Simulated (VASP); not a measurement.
Here is a VASP 6.6.1 calculation.

The input INCAR:

```
SYSTEM = Zn3F
ALGO = Normal ; EDIFF = 1E-6
ENCUT = 520 ; GGA = PE
ISIF = 2 ; ISMEAR = 0
LASPH = .TRUE. ; LCHARG = .FALSE.
LREAL = .FALSE. ; LWAVE = .FALSE.
NBANDS = 30 ; NELM = 100
PREC = Accurate ; SIGMA = 0.1
```

KPOINTS

```
k-points
0
G
  6 6 6
  0 0 0
```

POSCAR

```
Zn3F
1.0
    3.5823600400      0.0000000000      0.0000000000
    0.0000000000      3.5823600400      0.0000000000
    0.0000000000      0.0000000000      3.5823600400
Zn F
3 1
Direct
    0.0000000000      0.5000000000      0.5000000000
    0.5000000000      0.0000000000      0.5000000000
    0.5000000000      0.5000000000      0.0000000000
    0.0000000000      0.0000000000      0.0000000000
```

Potentials or basis: VASP PAW PBE potentials, release 64 (Zn, F).

Command:

```console
$ cat potpaw_PBE.64/Zn/POTCAR potpaw_PBE.64/F/POTCAR > POTCAR
$ mpirun -np 1 vasp_std > vasp.out
```

(1) Estimate the band gap on the k mesh.

(2) What does it give for the pressure?

Answers

(1) zero (an odd number of electrons rules out a gap without spin polarisation).

(2) 34.3 GPa.

Caveat: the cell stands under pressure; an odd number of electrons without spin polarisation forces a metal; a magnetic or distorted state may lie lower.
